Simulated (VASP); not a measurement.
ZnS, 8 atoms in the cell. Symmetry: Pm, No. 6, monoclinic system. Conventional cell: a = 6.246 Å, b = 3.807 Å, c = 6.593 Å, α = 90.00°, β = 90.00°, γ = 90.00°. Zn (site symmetry m) has 4 S at 2.25 to 2.40 Å within 3.0 Å. Zn (site symmetry m) has 4 S at 2.25 to 2.35 Å within 3.0 Å. Within 3.0 Å of Zn (site symmetry m) lie 4 S at 2.27 to 2.42 Å. Within 3.1 Å of Zn (site symmetry m) lie 4 S at 2.33 to 2.42 Å. Within 3.0 Å of S (site symmetry m) lie 4 Zn at 2.25 to 2.42 Å. Within 3.0 Å of S (site symmetry m) lie 4 Zn at 2.27 to 2.36 Å. S (site symmetry m) has 4 Zn at 2.25 to 2.42 Å within 3.0 Å. Within 3.0 Å of S (site symmetry m) lie 4 Zn at 2.31 to 2.40 Å.  This cell differs from its parent crystal: atoms displaced along a vibrational mode.

| Item | Value |
| --- | --- |
| Program | VASP 6.6.1 |
| Task | single point |
| Functional | r2SCAN |
| Potentials or basis | VASP PAW PBE potentials, release 64 (Zn, S) |
| Cutoff | 520 eV |
| k mesh | 6 × 4 × 4 |
| Occupations | gaussian, width 0.05 eV |
| Spin | no spin polarisation |
| Dipole correction | no |
| Further INCAR settings | ALGO = Normal; EDIFF = 1e-06; NBANDS = 46 |

Potentials or basis: VASP PAW PBE potentials, release 64 (Zn, S).

The run is started by

```console
$ cat potpaw_PBE.64/Zn/POTCAR potpaw_PBE.64/S/POTCAR > POTCAR
$ cp INCAR.step1 INCAR
$ mpirun -np 1 vasp_std > vasp.out
$ cp INCAR.step2 INCAR
$ mpirun -np 1 vasp_std > vasp.out
```

Hardware: 1 thread of Oxide Virtual Turin-like Processor, on a shared host.

**Question.** Estimate the wall time of this run.

**Answer.** Run time: 23 min on 1 thread of Oxide Virtual Turin-like Processor, on a shared host, peak memory 0.36 GiB. Counts: k points 40.
